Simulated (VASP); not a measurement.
# Ge in VASP: further runs, part 2 of 2

VASP 6.6.1. Earlier steps stand in the parts before.

## Step 3: Electric field gradients, PBE (equal xx and yy strain of +3 %)

Input file INCAR:

```
  ALGO = Normal
  EDIFF = 1E-8
  ENCUT = 520
  GGA = PE
  ISIF = 2
  ISMEAR = -1
  LASPH = T
  LCHARG = F
  LEFG = T
  LREAL = F
  LWAVE = F
  NBANDS = 21
  NELM = 80
  PREC = Accurate
  SIGMA = 0.05
```

Input file KPOINTS:

```
k-points
0
Gamma
  10 10 10
```

Input file POSCAR:

```
Ge
1.0
    0.0000000000      2.9136331000      2.8287700000
    2.9136331000      0.0000000000      2.8287700000
    2.9136331000      2.9136331000      0.0000000000
Ge
2
Direct
    0.5000000000      0.5000000000      0.5000000000
    0.7500000000      0.7500000000      0.7500000000
```

Potentials or basis: VASP PAW PBE potentials, release 64 (Ge_d).

Command:

```sh
> cat potpaw_PBE.64/Ge_d/POTCAR > POTCAR
> mpirun -np 1 vasp_std > vasp.out
```

OUTCAR:

```text
EDIFF = 1E-8
   ENCUT = 520
   GGA = PE
   ISIF = 2
   ISMEAR = -1
   LASPH = T
   LREAL = F
   NELM = 80
   PREC = Accurate

 ion  position               nearest neighbor table
   1  0.500  0.500  0.500-   2 2.50   2 2.50   2 2.50   2 2.50
   2  0.750  0.750  0.750-   1 2.50   1 2.50   1 2.50   1 2.50

  LATTYP: Found a body centered tetragonal cell.
 ALAT       =     4.1204994458
 C/A-ratio  =     1.3730228761

  Lattice vectors:

 A1 = (   0.0000000000,  -2.9136331000,  -2.8287700000)
 A2 = (   0.0000000000,   2.9136331000,  -2.8287700000)
 A3 = (   2.9136331000,   0.0000000000,   2.8287700000)

Analysis of symmetry for initial positions (statically):
=====================================================================
 Subroutine PRICEL returns:
 Original cell was already a primitive cell.

 Routine SETGRP: Setting up the symmetry group for a
 body centered tetragonal supercell.

 Subroutine GETGRP returns: Found 16 space group operations
 (whereof  8 operations were pure point group operations)
 out of a pool of 16 trial point group operations.

The static configuration has the point symmetry D_2d.
 The point group associated with its full space group is D_4h.

Analysis of symmetry for dynamics (positions and initial velocities):
=====================================================================
 Subroutine PRICEL returns:
 Original cell was already a primitive cell.

 Routine SETGRP: Setting up the symmetry group for a
 body centered tetragonal supercell.

 Subroutine GETGRP returns: Found 16 space group operations
 (whereof  8 operations were pure point group operations)
 out of a pool of 16 trial point group operations.

The dynamic configuration has the point symmetry D_2d.
 The point group associated with its full space group is D_4h.

 Subroutine INISYM returns: Found 16 space group operations
 (whereof  8 operations are pure point group operations),
 and found     1 'primitive' translations

----------------------------------------------------------------------------------------

                                     Primitive cell

  volume of cell :      48.0283

  direct lattice vectors                    reciprocal lattice vectors
     0.000000000  2.913633100  2.828770000    -0.171607056  0.171607056  0.176755268
     2.913633100  0.000000000  2.828770000     0.171607056 -0.171607056  0.176755268
     2.913633100  2.913633100  0.000000000     0.171607056  0.171607056 -0.176755268

  length of vectors
     4.060935552  4.060935552  4.120499446     0.300233890  0.300233890  0.300233890

  position of ions in fractional coordinates (direct lattice)
     0.500000000  0.500000000  0.500000000
     0.750000000  0.750000000  0.750000000

  ion indices of the primitive-cell ions
   primitive index   ion index
                 1           1
[... 68 lines left out ...]
   LNONCOLLINEAR =      F non collinear calculations
   LSORBIT =      F    spin-orbit coupling
   LASPH  =      T    aspherical Exc in radial PAW
   ENCUT  =  520.0 eV  38.22 Ry    6.18 a.u.   7.55  7.55  7.66*2*pi/ulx,y,z
   NELM   =     80;   NELMIN=  2; NELMDL= -5     # of ELM steps
   EDIFF  = 0.1E-07   stopping-criterion for ELM
   LREAL  =      F    real-space projection
   EDIFFG = 0.1E-06   stopping-criterion for IOM
   NSW    =      0    number of steps for IOM
   IBRION =     -1    ionic relax: 0-MD 1-quasi-New 2-CG
   NFREE  =      0    steps in history (QN), initial steepest desc. (CG)
   ISIF   =      2    stress and relaxation
   ISYM   =      2    0-nonsym 1-usesym 2-fastsym
   POTIM  = 0.5000    time-step for ionic-motion
   TEBEG  =    0.0;   TEEND  =   0.0 temperature during run
   PSTRESS=    0.0 pullay stress
   NELECT =      28.0000    total number of electrons
   NUPDOWN=      -1.0000    fix difference up-down
   EMIN   =  10.00;   EMAX   =-10.00  energy-range for DOS
   EFERMI =   0.00;   METHOD = LEGACY
   ISMEAR =    -1;   SIGMA  =   0.05  broadening in eV -4-tet -1-fermi 0-gaus
   EFERMI_NEDOS =   21; number of points for ismear=-14 and -15
   IALGO  =     38    algorithm
   IMIX   =      4    mixing-type and parameters
     AMIX     =   0.40;   BMIX     =  1.00
     AMIX_MAG =   1.60;   BMIX_MAG =  1.00
  volume/ion in A,a.u.               =      24.01       162.06
  Fermi-wavevector in a.u.,A,eV,Ry     =   1.367608  2.584405 25.447689  1.870352
  Thomas-Fermi vector in A             =   2.493646
   LORBIT       =      0    0 simple, 1 ext, 2 COOP (PROOUT), +10 PAW based schemes
   GGA     = PE    functional components
   LHFCALC =     F    Hartree Fock is set to
   AEXX    =    0.0000 exact exchange contribution
   IVDW    =     0    specifies the selected vdW correction
   LEPSILON=     F    determine dielectric tensor
   LRPA    =     F    only Hartree local field effects (RPA)
 non-spin polarized calculation
  energy-cutoff  :      520.00
  volume of cell :       48.03
 maximum number of plane-waves:      1313
   NGX = 15   NGY = 15   NGZ = 15

 number of electron      28.0000003 magnetization

 Free energy of the ion-electron system (eV)
  ---------------------------------------------------
  ext. energy  EPLUGINS =         0.00000000
  ---------------------------------------------------
  free energy    TOTEN  =        -9.02838679 eV

  energy without entropy =       -9.02724600  energy(sigma->0) =       -9.02781640

 E-fermi :   4.3991     XC(G=0):  -9.6491

 val. band max:        4.3645191511   @ k =   0.0000   0.0000   0.0000
 cond. band min:       4.4331370527   @ k =   0.5000   0.0000   0.0000
 fundamental gap:      0.0686179016
 Fermi energy:         4.3991176835

 k-point     1 :       0.0000    0.0000    0.0000
  band No.  band energies     occupation
      1     -20.3091      2.00000
      2     -20.3036      2.00000
      3     -20.3035      2.00000
      4     -20.2742      2.00000
      5     -20.2731      2.00000
      6     -20.0972      2.00000
[... 565 lines left out ...]
     20      15.8249      0.00000
     21      15.8871      0.00000

 [... further k-points ...]
[... 5 lines left out ...]
  --------------------------------------------------------------------------------------
  -------------------------------------------------------------------------------------
  Total       -0.2782176     -0.2782176      0.2781857      0.0000000      0.0000000      0.0000000
  in kB       -9.2810642     -9.2810642      9.2800017      0.0000000      0.0000000      0.0000000
  external PRESSURE =      -3.0940422 kB  Pullay stress =       0.0000000 kB

 VOLUME and BASIS-vectors are now :
 -----------------------------------------------------------------------------
  energy-cutoff  :      520.00
  volume of cell :       48.03
      direct lattice vectors                 reciprocal lattice vectors
     0.000000000  2.913633100  2.828770000    -0.171607056  0.171607056  0.176755268
     2.913633100  0.000000000  2.828770000     0.171607056 -0.171607056  0.176755268
     2.913633100  2.913633100  0.000000000     0.171607056  0.171607056 -0.176755268

 POSITION                                       TOTAL-FORCE (eV/Angst)
 -----------------------------------------------------------------------------------
      2.91363      2.91363      2.82877        -0.000000     -0.000000      0.000000
      4.37045      4.37045      4.24315         0.000000      0.000000      0.000000
 -----------------------------------------------------------------------------------
    total drift:                                0.000000     -0.000000      0.000000

  FREE ENERGIE OF THE ION-ELECTRON SYSTEM (eV)
  ---------------------------------------------------
  free  energy   TOTEN  =        -9.0283867918 eV

  energy  without entropy=       -9.0272460048  energy(sigma->0) =       -9.02781640

 Electric field gradients (V/A^2)
---------------------------------------------------------------------
 ion       V_xx      V_yy      V_zz      V_xy      V_xz      V_yz
---------------------------------------------------------------------
   1      -0.973    -0.973     1.945     0.003     0.003     0.003
   2      -0.973    -0.973     1.945     0.003     0.003     0.003
---------------------------------------------------------------------

 Electric field gradients after diagonalization (V/A^2)
 (convention: |V_zz| > |V_xx| > |V_yy|)
----------------------------------------------------------------------
 ion       V_xx      V_yy      V_zz     asymmetry (V_yy - V_xx)/ V_zz
----------------------------------------------------------------------
   1      -0.975    -0.970     1.945       0.003
   2      -0.975    -0.970     1.945       0.003
----------------------------------------------------------------------

           NMR quadrupolar parameters

 Cq : quadrupolar parameter    Cq=e*Q*V_zz/h
 eta: asymmetry parameters     (V_yy - V_xx)/ V_zz
 Q  : nuclear electric quadrupole moment in mb (millibarn)
----------------------------------------------------------------------
 ion       Cq(MHz)       eta       Q (mb)
----------------------------------------------------------------------
   1       0.005       0.003       1.000
   2       0.005       0.003       1.000
----------------------------------------------------------------------
```

OSZICAR:

```text
N       E                     dE             d eps       ncg     rms          rms(c)
DAV:   1     0.195384424296E+03    0.19538E+03   -0.14692E+04  4857   0.357E+03
DAV:   2     0.193264099379E+02   -0.17606E+03   -0.17059E+03  4294   0.626E+02
DAV:   3    -0.813222955316E+01   -0.27459E+02   -0.27274E+02  4909   0.144E+02
DAV:   4    -0.908240323304E+01   -0.95017E+00   -0.94962E+00  4859   0.314E+01
DAV:   5    -0.909830338403E+01   -0.15900E-01   -0.15900E-01  4842   0.453E+00    0.295E+00
DAV:   6    -0.905157093105E+01    0.46732E-01   -0.19524E-02  5148   0.150E+00    0.175E+00
DAV:   7    -0.902656552802E+01    0.25005E-01   -0.40624E-02  4653   0.192E+00    0.142E-01
DAV:   8    -0.902813870011E+01   -0.15732E-02   -0.54822E-03  4854   0.948E-01    0.426E-02
DAV:   9    -0.902835967366E+01   -0.22097E-03   -0.25854E-04  4824   0.184E-01    0.135E-02
DAV:  10    -0.902838434715E+01   -0.24673E-04   -0.42472E-05  4983   0.653E-02    0.577E-03
DAV:  11    -0.902838688981E+01   -0.25427E-05   -0.62943E-06  4822   0.365E-02    0.171E-03
DAV:  12    -0.902838685096E+01    0.38849E-07   -0.23425E-07  5137   0.785E-03    0.562E-04
DAV:  13    -0.902838680839E+01    0.42564E-07   -0.49639E-08  5152   0.388E-03    0.173E-04
DAV:  14    -0.902838679037E+01    0.18020E-07   -0.35139E-09  3055   0.554E-04    0.385E-05
DAV:  15    -0.902838679185E+01   -0.14725E-08   -0.54125E-10  2437   0.290E-04
   1 F= -.90283868E+01 E0= -.90278164E+01  d E =-.114079E-02
```

stdout:

```text
POSCAR found type information on POSCAR Ge
 POSCAR found :  1 types and       2 ions
 scaLAPACK will be used
 LDA part: xc-table for (Slater+PW92), standard interpolation
 POSCAR, INCAR and KPOINTS ok, starting setup
 FFT: planning ... GRIDC
 FFT: planning ... GRID_SOFT
 FFT: planning ... GRID
 WAVECAR not read
 entering main loop
ion   1

ion   2
```

Run time: 1.8 min. Hardware: 1 thread of Intel Xeon Platinum 8259CL at 2.50GHz (Skylake/Cascade Lake), shared host; peak memory 0.22 GiB.

What came out:

```
Free energy            : -9.0284 eV
Pressure               : -0.3 GPa
Band gap on the k mesh : 0.07 eV, indirect (least direct gap 0.21 eV)
```

Electric field gradients, principal values (V/Å²):
| atom | least | middle | greatest (by size) |
| --- | --- | --- | --- |
| 1 Ge | -0.970 | -0.975 | 1.945 |
| 2 Ge | -0.970 | -0.975 | 1.945 |

Caveat: the cell differs from its parent crystal (equal xx and yy strain of +3 %); without QUAD_EFG the Cq values of the log hold for a quadrupole moment of 1 mb, not for the nuclei. A k mesh can miss the band edges.

## Step 4: Electric field gradients, PBE (equal xy, yz and zx shear strains of -3 %)

Input file INCAR:

```
SYSTEM = Ge
  PREC = Accurate
  ENCUT = 520
  EDIFF = 1E-8
  ISMEAR = -1
  SIGMA = 0.05
  LREAL = .FALSE.
  LASPH = .TRUE.
  NELM = 80
  ALGO = Normal
  ISIF = 2
  LWAVE = .FALSE.
  LCHARG = .FALSE.
  GGA = PE
  LEFG = .TRUE.
  NBANDS = 21
```

Input file KPOINTS:

```
Automatic mesh
0
G
  10 10 10
  0 0 0
```

Input file POSCAR:

```
Ge
1.0
   -0.0848631000      2.7863384500      2.7863384500
    2.7863384500     -0.0848631000      2.7863384500
    2.7863384500      2.7863384500     -0.0848631000
Ge
2
Direct
    0.5000000000      0.5000000000      0.5000000000
    0.7500000000      0.7500000000      0.7500000000
```

Potentials or basis: VASP PAW PBE potentials, release 64 (Ge_d).

Command:

```sh
> cat potpaw_PBE.64/Ge_d/POTCAR > POTCAR
> mpirun -np 1 vasp_std > vasp.out
```

OUTCAR:

```text
SYSTEM = Ge
   PREC = Accurate
   ENCUT = 520
   EDIFF = 1E-8
   ISMEAR = -1
   LREAL = .FALSE.
   LASPH = .TRUE.
   NELM = 80
   ISIF = 2
   GGA = PE

 ion  position               nearest neighbor table
   1  0.500  0.500  0.500-   2 2.38   2 2.47   2 2.47   2 2.47
   2  0.750  0.750  0.750-   1 2.38   1 2.47   1 2.47   1 2.47

  LATTYP: Found a trigonal (rhomboedric) cell.
 ALAT       =     3.9413913358
 COS(alpha) =     0.4693254694

  Lattice vectors:

 A1 = (  -0.0848631000,   2.7863384500,   2.7863384500)
 A2 = (   2.7863384500,  -0.0848631000,   2.7863384500)
 A3 = (   2.7863384500,   2.7863384500,  -0.0848631000)

Analysis of symmetry for initial positions (statically):
=====================================================================
 Subroutine PRICEL returns:
 Original cell was already a primitive cell.

 Routine SETGRP: Setting up the symmetry group for a
[... 767 lines left out ...]
  energy-cutoff  :      520.00
  volume of cell :       45.24
      direct lattice vectors                 reciprocal lattice vectors
    -0.084863100  2.786338450  2.786338450    -0.171450187  0.176836056  0.176836056
     2.786338450 -0.084863100  2.786338450     0.176836056 -0.171450187  0.176836056
     2.786338450  2.786338450 -0.084863100     0.176836056  0.176836056 -0.171450187

 POSITION                                       TOTAL-FORCE (eV/Angst)
 -----------------------------------------------------------------------------------
      2.74391      2.74391      2.74391        -0.328911     -0.328911     -0.328911
      4.11586      4.11586      4.11586         0.328911      0.328911      0.328911
 -----------------------------------------------------------------------------------
    total drift:                                0.000000     -0.000000     -0.000000

  FREE ENERGIE OF THE ION-ELECTRON SYSTEM (eV)
  ---------------------------------------------------
  free  energy   TOTEN  =        -8.9716910306 eV

  energy  without entropy=       -8.9709769511  energy(sigma->0) =       -8.97133399

 Electric field gradients (V/A^2)
---------------------------------------------------------------------
 ion       V_xx      V_yy      V_zz      V_xy      V_xz      V_yz
---------------------------------------------------------------------
   1      -0.000     0.000     0.000   -15.003   -15.003   -15.003
   2      -0.000     0.000     0.000   -15.003   -15.003   -15.003
---------------------------------------------------------------------

 Electric field gradients after diagonalization (V/A^2)
 (convention: |V_zz| > |V_xx| > |V_yy|)
----------------------------------------------------------------------
 ion       V_xx      V_yy      V_zz     asymmetry (V_yy - V_xx)/ V_zz
----------------------------------------------------------------------
   1      15.003    15.003   -30.006       0.000
   2      15.003    15.003   -30.006       0.000
----------------------------------------------------------------------

           NMR quadrupolar parameters

 Cq : quadrupolar parameter    Cq=e*Q*V_zz/h
 eta: asymmetry parameters     (V_yy - V_xx)/ V_zz
 Q  : nuclear electric quadrupole moment in mb (millibarn)
----------------------------------------------------------------------
 ion       Cq(MHz)       eta       Q (mb)
----------------------------------------------------------------------
   1      -0.073       0.000       1.000
   2      -0.073       0.000       1.000
----------------------------------------------------------------------
```

stdout:

```text
POSCAR found type information on POSCAR Ge
 POSCAR found :  1 types and       2 ions
 scaLAPACK will be used
 LDA part: xc-table for (Slater+PW92), standard interpolation
 POSCAR, INCAR and KPOINTS ok, starting setup
 FFT: planning ... GRIDC
 FFT: planning ... GRID_SOFT
 FFT: planning ... GRID
 WAVECAR not read
 entering main loop
ion   1

ion   2
```

Wall time 2 min (1 thread of Intel Xeon Platinum 8259CL at 2.50GHz (Skylake/Cascade Lake), shared host); peak memory 0.22 GiB.

What came out:

| Item | Value |
| --- | --- |
| Free energy | -8.9717 eV |
| Pressure | 3.9 GPa |
| Largest force | 0.570 eV/Å |
| Band gap on the k mesh | zero (band 14 reaches 4.98 eV, above the bottom of band 15 at 4.83 eV) |

Forces in eV/Å, atoms in the order of the input:
```
Ge  -0.329 -0.329 -0.329
Ge   0.329  0.329  0.329
```

Electric field gradients, principal values (V/Å²):
```
atom   least  middle  greatest (by size)
1 Ge  15.003  15.003             -30.006
2 Ge  15.003  15.003             -30.006
```

Caveat: the cell differs from its parent crystal (equal xy, yz and zx shear strains of -3 %); without QUAD_EFG the Cq values of the log hold for a quadrupole moment of 1 mb, not for the nuclei.

## Step 5: The runs side by side

```csv
cell,gap on the mesh (eV),pressure (GPa)
"a = 3.961, b = 3.961, c = 3.920 Å, angles 60.3, 60.3, 59.3°, 2 atoms",0.25,6.9
"a = 4.061, b = 4.061, c = 4.120 Å, angles 59.5, 59.5, 61.0°, 2 atoms",0.07,-0.3
"a = 3.941 Å, angles 62.0°, 2 atoms",none,3.9
```

Alike in all rows: task electric field gradients; level PBE; potentials or basis VASP PAW PBE potentials, release 64 (Ge_d); no spin polarisation; k mesh 10 × 10 × 10; cutoff (eV) 520; smearing fermi-dirac 0.05 eV.

Absolute energies hang on the potentials; compare differences alone.
